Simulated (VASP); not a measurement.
Input of a VASP 6.6.1 run:

Contents of POSCAR:

```
GaN
1.0
    3.1830984299      0.0000000000      0.0000000000
   -1.5915492150      2.7566441030      0.0000000000
    0.0000000000      0.0000000000      5.1835962425
Ga N
2 2
Direct
    0.3333333333      0.6666666667      0.9991101046
    0.6666666667      0.3333333333      0.4991101046
    0.3151953372      0.6303906745      0.3758898954
    0.6666666667      0.3333333333      0.8758898954
```

The input INCAR.step1:

```
SYSTEM = GaN
PREC     = Accurate       ! precision mode
ENCUT    = 520            ! plane-wave cutoff, eV
ISMEAR   = 0              ! smearing method
SIGMA    = 0.05           ! smearing width, eV
LREAL    = .FALSE.        ! projectors in reciprocal space
LASPH    = .TRUE.         ! aspherical terms in the spheres
NELM     = 60             ! most SCF steps
NBANDS   = 26             ! bands
GGA      = PE             ! functional
ALGO     = Normal         ! electronic algorithm
EDIFF    = 1E-4           ! SCF threshold, eV
LWAVE    = .TRUE.         ! write WAVECAR
LCHARG   = .FALSE.        ! write CHGCAR
```

INCAR.step2

```
SYSTEM = GaN
PREC     = Accurate       ! precision mode
ENCUT    = 520            ! plane-wave cutoff, eV
EDIFF    = 1E-6           ! SCF threshold, eV
ISMEAR   = 0              ! smearing method
SIGMA    = 0.05           ! smearing width, eV
LREAL    = .FALSE.        ! projectors in reciprocal space
LASPH    = .TRUE.         ! aspherical terms in the spheres
NELM     = 60             ! most SCF steps
ALGO     = Normal         ! electronic algorithm
ISIF     = 2              ! what is computed and relaxed
LWAVE    = .FALSE.        ! write WAVECAR
LCHARG   = .FALSE.        ! write CHGCAR
METAGGA  = R2SCAN         ! meta-GGA
LMIXTAU  = .TRUE.       
NBANDS   = 26             ! bands
ISTART   = 1
```

File KPOINTS:

```
Automatic mesh
0
G
  12 12 6
  0 0 0
```

Potentials or basis: VASP PAW PBE potentials, release 64 (Ga_d, N).

Command:

```sh
$ cat potpaw_PBE.64/Ga_d/POTCAR potpaw_PBE.64/N/POTCAR > POTCAR
$ cp INCAR.step1 INCAR
$ mpirun -np 1 vasp_std > vasp.out
$ cp INCAR.step2 INCAR
$ mpirun -np 1 vasp_std > vasp.out
```

Problem. What does it give for the band gap on the k mesh?

Solution. 2.27 eV.

Problem. What does it give for the pressure?

Solution. 1.6 GPa.

Problem. Estimate the largest force.

Solution. 1.197 eV/Å.

Forces on the atoms (eV/Å):
```
Ga   0.000 -0.105  0.028
Ga   0.000 -1.016  0.126
N    0.000  1.187 -0.151
N    0.000 -0.066 -0.003
```

Caveat: the cell differs from its parent crystal (atom 3 (N) moved by (-0.100, +0.000) A along y and z); the stress differs along the axes, from -1 to 5 GPa; the PAW data sets were made with another functional, which shifts forces and pressure a little.
